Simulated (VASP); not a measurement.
Crystal: Si.

```
Si
1.0
     0.00000    2.73988    2.73988
     2.73988    0.00000    2.73988
     2.73988    2.73988    0.00000
Si
2
Direct
  0.50000 0.50000 0.50000
  0.75000 0.75000 0.75000
```

| Item | Value |
| --- | --- |
| Program | VASP 6.6.1 |
| Task | relaxation of cell and atoms |
| Functional | SCAN |
| Potentials or basis | VASP PAW PBE potentials, release 64 (Si) |
| Cutoff | 640 eV |
| k mesh | 9 × 9 × 9 |
| Occupations | gaussian, width 0.03 eV |
| Spin | no spin polarisation |

At the start: pressure -2.7 GPa; volume 20.57 Å³/atom.

Problem. Where does the relaxation end?

Solution. Over 8 steps the energy falls by 5.0 meV/atom and the volume is 19.98 Å³/atom (-2.8 %); space group Fd-3m (No. 227, to 0.1 Å) before and after.

The path:
| step | energy change (eV) | largest force (eV/Å) | pressure (GPa) | volume (Å³) |
| --- | --- | --- | --- | --- |
| 1 | 0.0000 | 0.0000 | -2.71 | 41.14 |
| 2 | -0.0040 | 0.0000 | 2.27 | 39.10 |
| 3 | -0.0101 | 0.0000 | -0.03 | 39.98 |
| 4 | -0.0101 | 0.0000 | 0.03 | 39.95 |
| 5 | -0.0101 | 0.0000 | -0.02 | 39.97 |
| 6 | -0.0101 | 0.0000 | -0.01 | 39.97 |
| 7 | -0.0100 | 0.0000 | -0.01 | 39.97 |
| 8 | -0.0100 | 0.0000 | -0.01 | 39.97 |

Final structure:
```
CELL_PARAMETERS angstrom
0.00000 2.71373 2.71373
2.71373 0.00000 2.71373
2.71373 2.71373 0.00000
ATOMIC_POSITIONS crystal
Si 0.50000 0.50000 0.50000
Si 0.75000 0.75000 0.75000
```

Caveat: the PAW data sets were made with another functional, which shifts forces and pressure a little.
